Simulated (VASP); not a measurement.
NaI: single point with r2SCAN

The system is NaI.

```
Na I
1.0
     0.00000    3.22968    3.22968
     3.22968    0.00000    3.22968
     3.22968    3.22968    0.00000
Na I
1 1
Direct
  0.00000 0.00000 0.00000
  0.50000 0.50000 0.50000
```

```yaml
Program: VASP 6.6.1
Task: single point
Functional: r2SCAN
Potentials_or_basis: VASP PAW PBE potentials, release 64 (Na_pv, I)
Cutoff: 520 eV
k_mesh: 8 × 8 × 8
Occupations: gaussian, width 0.01 eV
Spin: no spin polarisation
Dipole_correction: no
Further_INCAR_settings: ALGO = Normal; EDIFF = 1e-06; NBANDS = 14
```

- Pressure: -0.1 GPa
- Band gap on the k mesh: 4.46 eV, direct

Levels at points of the mesh, in eV from the valence-band top:
```
           k point  band 4  band 5  band 6  band 7  band 8  band 9  band 10  band 11
(0.00, 0.00, 0.00)  -11.36    0.00    0.00    0.00    4.46    8.47     8.47     8.47
(0.50, 0.00, 0.00)  -11.02   -2.21   -0.30   -0.30    5.70    8.08     8.08     9.83
(0.50, 0.50, 0.00)  -10.94   -1.96   -0.77   -0.77    5.23    6.01    10.77    12.19
```

Wall time 3 min on 1 thread of Intel Xeon 8259CL, with other jobs on the host, peak memory 0.22 GiB.

Caveat: the PAW data sets were made with another functional, which shifts forces and pressure a little; spin-orbit coupling is left out, which moves the levels of the heavy elements. r2SCAN opens gaps a little over a GGA but as a rule still falls short of measured ones.
